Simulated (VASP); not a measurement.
# Cu (Fm-3m) in VASP: a series of runs, part 2 of 2

VASP 6.6.1. Earlier steps stand in the parts before.

## Step 3: Single point, r2SCAN

This run uses another cell than the first one, of 11.44 Å³/atom, 1.012 times its volume.

POSCAR

```
Cu
1.0
    0.0000000000      1.7883311166      1.7883311166
    1.7883311166      0.0000000000      1.7883311166
    1.7883311166      1.7883311166      0.0000000000
Cu
1
Direct
    0.0000000000      0.0000000000      0.0000000000
```

INCAR.step1

```
SYSTEM = Cu
PREC = Accurate
ENCUT = 520
ISMEAR = 0
SIGMA = 0.1
LREAL = .FALSE.
LASPH = .TRUE.
NELM = 80
NBANDS = 12
GGA = PE
ALGO = Normal
EDIFF = 1E-4
LWAVE = .TRUE.
LCHARG = .FALSE.
```

INCAR.step2

```
SYSTEM = Cu
PREC = Accurate
ENCUT = 520
EDIFF = 1E-6
ISMEAR = 0
SIGMA = 0.1
LREAL = .FALSE.
LASPH = .TRUE.
NELM = 80
ALGO = Normal
ISIF = 2
LWAVE = .FALSE.
LCHARG = .FALSE.
METAGGA = R2SCAN
LMIXTAU = .TRUE.
NBANDS = 12
ISTART = 1
```

KPOINTS

```
Automatic mesh
0
G
  20 20 20
  0 0 0
```

Potentials or basis: VASP PAW PBE potentials, release 64 (Cu).

Run with:

```sh
cat potpaw_PBE.64/Cu/POTCAR > POTCAR
cp INCAR.step1 INCAR
mpirun -np 1 vasp_std > vasp.out
cp INCAR.step2 INCAR
mpirun -np 1 vasp_std > vasp.out
```

OUTCAR:

```text
SYSTEM = Cu
   PREC = Accurate
   ENCUT = 520
   EDIFF = 1E-6
   ISMEAR = 0
   LREAL = .FALSE.
   LASPH = .TRUE.
   NELM = 80
   ISIF = 2
   METAGGA = R2SCAN
   ISTART = 1

 ion  position               nearest neighbor table
   1  0.000  0.000  0.000-

  LATTYP: Found a face centered cubic cell.
 ALAT       =     3.5766622332

  Lattice vectors:

 A1 = (   0.0000000000,   1.7883311166,   1.7883311166)
 A2 = (   1.7883311166,   0.0000000000,   1.7883311166)
 A3 = (   1.7883311166,   1.7883311166,   0.0000000000)

Analysis of symmetry for initial positions (statically):
=====================================================================
 Subroutine PRICEL returns:
 Original cell was already a primitive cell.

 Routine SETGRP: Setting up the symmetry group for a
 face centered cubic supercell.

 Subroutine GETGRP returns: Found 48 space group operations
 (whereof 48 operations were pure point group operations)
 out of a pool of 48 trial point group operations.

The static configuration has the point symmetry O_h .

Analysis of symmetry for dynamics (positions and initial velocities):
=====================================================================
 Subroutine PRICEL returns:
 Original cell was already a primitive cell.

 Routine SETGRP: Setting up the symmetry group for a
 face centered cubic supercell.

 Subroutine GETGRP returns: Found 48 space group operations
 (whereof 48 operations were pure point group operations)
 out of a pool of 48 trial point group operations.

The dynamic configuration has the point symmetry O_h .

 Subroutine INISYM returns: Found 48 space group operations
 (whereof 48 operations are pure point group operations),
 and found     1 'primitive' translations

----------------------------------------------------------------------------------------

                                     Primitive cell

  volume of cell :      11.4386

  direct lattice vectors                    reciprocal lattice vectors
     0.000000000  1.788331117  1.788331117    -0.279590281  0.279590281  0.279590281
     1.788331117  0.000000000  1.788331117     0.279590281 -0.279590281  0.279590281
     1.788331117  1.788331117  0.000000000     0.279590281  0.279590281 -0.279590281

  length of vectors
     2.529082119  2.529082119  2.529082119     0.484264573  0.484264573  0.484264573

  position of ions in fractional coordinates (direct lattice)
     0.000000000  0.000000000  0.000000000

  ion indices of the primitive-cell ions
   primitive index   ion index
                 1           1

----------------------------------------------------------------------------------------

 KPOINTS: Automatic mesh

Automatic generation of k-mesh.
 Grid dimensions read from file:
 generate k-points for:   20   20   20

 Generating k-lattice:

  Cartesian coordinates                     Fractional coordinates (reciprocal lattice)
    -0.013979514  0.013979514  0.013979514     0.050000000  0.000000000  0.000000000
     0.013979514 -0.013979514  0.013979514     0.000000000  0.050000000  0.000000000
     0.013979514  0.013979514 -0.013979514     0.000000000  0.000000000  0.050000000

  Length of vectors
     0.024213229  0.024213229  0.024213229

  Shift w.r.t. Gamma in fractional coordinates (k-lattice)
     0.000000000  0.000000000  0.000000000

 Subroutine IBZKPT returns following result:
 ===========================================

 Found    256 irreducible k-points:

 Following reciprocal coordinates:
            Coordinates               Weight
  0.000000  0.000000  0.000000      1.000000
  0.050000  0.000000  0.000000      8.000000
  0.100000  0.000000  0.000000      8.000000
  0.150000  0.000000  0.000000      8.000000
  0.200000  0.000000  0.000000      8.000000
  0.250000  0.000000  0.000000      8.000000
[... 16 lines left out ...]
 -0.400000  0.050000  0.000000     24.000000
 -0.350000  0.050000  0.000000     24.000000
 [... further k-points ...]
   k-points           NKPTS =    256   k-points in BZ     NKDIM =    256   number of bands    NBANDS=     12
   number of dos      NEDOS =    301   number of ions     NIONS =      1
   total plane-waves  NPLWV =   8000
   dimension x,y,z NGX =    20 NGY =   20 NGZ =   20
   dimension x,y,z NGXF=    40 NGYF=   40 NGZF=   40
   ions per type =               1
   NGX,Y,Z   is equivalent  to a cutoff of  13.15, 13.15, 13.15 a.u.
   NGXF,Y,Z  is equivalent  to a cutoff of  26.29, 26.29, 26.29 a.u.
 SYSTEM =  Cu
   PREC   = accura    normal or accurate (medium, high low for compatibility)
   ISTART =      1    job   : 0-new  1-cont  2-samecut
   ICHARG =      0    charge: 1-file 2-atom 10-const
   ISPIN  =      1    spin polarized calculation?
   LNONCOLLINEAR =      F non collinear calculations
   LSORBIT =      F    spin-orbit coupling
   LASPH  =      T    aspherical Exc in radial PAW
   ENCUT  =  520.0 eV  38.22 Ry    6.18 a.u.   4.70  4.70  4.70*2*pi/ulx,y,z
   NELM   =     80;   NELMIN=  2; NELMDL=  0     # of ELM steps
   EDIFF  = 0.1E-05   stopping-criterion for ELM
   LREAL  =      F    real-space projection
   EDIFFG = 0.1E-04   stopping-criterion for IOM
   NSW    =      0    number of steps for IOM
   IBRION =     -1    ionic relax: 0-MD 1-quasi-New 2-CG
   NFREE  =      0    steps in history (QN), initial steepest desc. (CG)
   ISIF   =      2    stress and relaxation
   ISYM   =      2    0-nonsym 1-usesym 2-fastsym
   POTIM  = 0.5000    time-step for ionic-motion
   TEBEG  =    0.0;   TEEND  =   0.0 temperature during run
   PSTRESS=    0.0 pullay stress
   NELECT =      11.0000    total number of electrons
   NUPDOWN=      -1.0000    fix difference up-down
   EMIN   =  10.00;   EMAX   =-10.00  energy-range for DOS
   EFERMI =   0.00;   METHOD = LEGACY
   ISMEAR =     0;   SIGMA  =   0.10  broadening in eV -4-tet -1-fermi 0-gaus
   EFERMI_NEDOS =   21; number of points for ismear=-14 and -15
   IALGO  =     38    algorithm
   IMIX   =      4    mixing-type and parameters
     AMIX     =   0.40;   BMIX     =  1.00
     AMIX_MAG =   1.60;   BMIX_MAG =  1.00
  volume/ion in A,a.u.               =      11.44        77.19
  Fermi-wavevector in a.u.,A,eV,Ry     =   1.615900  3.053608 35.526615  2.611133
  Thomas-Fermi vector in A             =   2.710573
   LORBIT       =      0    0 simple, 1 ext, 2 COOP (PROOUT), +10 PAW based schemes
   METAGGA = R2SCAN    functional components
   LHFCALC =     F    Hartree Fock is set to
   AEXX    =    0.0000 exact exchange contribution
   IVDW    =     0    specifies the selected vdW correction
   LEPSILON=     F    determine dielectric tensor
   LRPA    =     F    only Hartree local field effects (RPA)
 non-spin polarized calculation
 Gauss-broadening in eV      SIGMA  =   0.10
  energy-cutoff  :      520.00
  volume of cell :       11.44
 maximum number of plane-waves:       331
   NGX =  9   NGY =  9   NGZ =  9

 number of electron      11.0000012 magnetization

 Free energy of the ion-electron system (eV)
  ---------------------------------------------------
  ext. energy  EPLUGINS =         0.00000000
  ---------------------------------------------------
  free energy    TOTEN  =       -10.82812309 eV

  energy without entropy =      -10.82694733  energy(sigma->0) =      -10.82753521

 E-fermi :   7.7669     XC(G=0): -13.9608

 val. band max:        7.7630906295   @ k =   0.5000   0.2500   0.1000
 cond. band min:       7.8095417346   @ k =  -0.4500   0.1000   0.0000
 fundamental gap:      0.0464511051
 Fermi energy:         7.7668946393

 k-point     1 :       0.0000    0.0000    0.0000
  band No.  band energies     occupation
      1      -2.1262      2.00000
      2       4.5604      2.00000
      3       4.5605      2.00000
      4       4.5605      2.00000
      5       5.4186      2.00000
      6       5.4186      2.00000
      7      31.4456      0.00000
      8      34.7341      0.00000
      9      34.7341      0.00000
     10      34.7344      0.00000
     11      37.1510      0.00000
     12      37.1510      0.00000

 k-point     2 :       0.0500    0.0000    0.0000
  band No.  band energies     occupation
      1      -2.0292      2.00000
      2       4.5391      2.00000
      3       4.5791      2.00000
      4       4.5791      2.00000
      5       5.4110      2.00000
      6       5.4110      2.00000
      7      30.9846      0.00000
      8      33.3388      0.00000
      9      34.3905      0.00000
     10      34.3907      0.00000
     11      37.6283      0.00000
     12      37.6284      0.00000
[... 316 lines left out ...]
 k-point    24 :      -0.3500    0.0500    0.0000
  band No.  band energies     occupation
      1       1.9028      2.00000
      2       4.5759      2.00000
      3       4.6185      2.00000
      4       4.7545      2.00000
      5       5.7650      2.00000
      6       6.0686      2.00000
      7      15.6148      0.00000
      8      28.8032      0.00000
      9      31.2921      0.00000
     10      32.6162      0.00000
     11      34.7459      0.00000
     12      36.6296      0.00000

 [... further k-points ...]
[... 5 lines left out ...]
  --------------------------------------------------------------------------------------
  -------------------------------------------------------------------------------------
  Total        0.0348558      0.0348558      0.0348558      0.0000000      0.0000000      0.0000000
  in kB        4.8821642      4.8821642      4.8821642      0.0000000      0.0000000      0.0000000
  external PRESSURE =       4.8821642 kB  Pullay stress =       0.0000000 kB

 VOLUME and BASIS-vectors are now :
 -----------------------------------------------------------------------------
  energy-cutoff  :      520.00
  volume of cell :       11.44
      direct lattice vectors                 reciprocal lattice vectors
     0.000000000  1.788331117  1.788331117    -0.279590281  0.279590281  0.279590281
     1.788331117  0.000000000  1.788331117     0.279590281 -0.279590281  0.279590281
     1.788331117  1.788331117  0.000000000     0.279590281  0.279590281 -0.279590281

 POSITION                                       TOTAL-FORCE (eV/Angst)
 -----------------------------------------------------------------------------------
      0.00000      0.00000      0.00000        -0.000000     -0.000000      0.000000
 -----------------------------------------------------------------------------------
    total drift:                                0.000000      0.000000      0.000000

  FREE ENERGIE OF THE ION-ELECTRON SYSTEM (eV)
  ---------------------------------------------------
  free  energy   TOTEN  =       -10.8281230928 eV

  energy  without entropy=      -10.8269473309  energy(sigma->0) =      -10.82753521
```

OUTCAR.step1:

```text
SYSTEM = Cu
   PREC = Accurate
   ENCUT = 520
   ISMEAR = 0
   LREAL = .FALSE.
   LASPH = .TRUE.
   NELM = 80
[... 576 lines left out ...]
 -----------------------------------------------------------------------------------
      0.00000      0.00000      0.00000         0.000000      0.000000      0.000000
 -----------------------------------------------------------------------------------
    total drift:                                0.000000      0.000000      0.000000

  FREE ENERGIE OF THE ION-ELECTRON SYSTEM (eV)
  ---------------------------------------------------
  free  energy   TOTEN  =        -3.7166387743 eV

  energy  without entropy=       -3.7153649681  energy(sigma->0) =       -3.71600187
```

OSZICAR.step1:

```text
N       E                     dE             d eps       ncg     rms          rms(c)
DAV:   1     0.413581885137E+02    0.41358E+02   -0.54340E+03  6940   0.156E+03
DAV:   2    -0.338635620232E+01   -0.44745E+02   -0.41290E+02  6304   0.203E+02
DAV:   3    -0.462491373730E+01   -0.12386E+01   -0.12307E+01  7272   0.389E+01
DAV:   4    -0.463214626074E+01   -0.72325E-02   -0.72316E-02  6860   0.263E+00
DAV:   5    -0.463221086518E+01   -0.64604E-04   -0.64604E-04  7420   0.253E-01    0.771E+00
DAV:   6    -0.407201197969E+01    0.56020E+00   -0.14047E+01  7340   0.716E+01    0.373E+00
DAV:   7    -0.373033602323E+01    0.34168E+00   -0.21547E+00  7304   0.279E+01    0.621E-01
DAV:   8    -0.371792982854E+01    0.12406E-01   -0.44318E-03  7460   0.790E-01    0.270E-01
DAV:   9    -0.371663548077E+01    0.12943E-02   -0.77382E-03  7680   0.154E+00    0.275E-02
DAV:  10    -0.371663877434E+01   -0.32936E-05   -0.24585E-05  3884   0.901E-02
   1 F= -.37166388E+01 E0= -.37160019E+01  d E =-.127381E-02
```

Wall time 75 s (1 thread of Intel Xeon Platinum 8559C (Emerald Rapids), shared host); peak memory 0.15 GiB.

Results:

- Free energy: -10.8281 eV
- Pressure: 0.5 GPa

Caveat: the PAW data sets were made with another functional, which shifts forces and pressure a little.
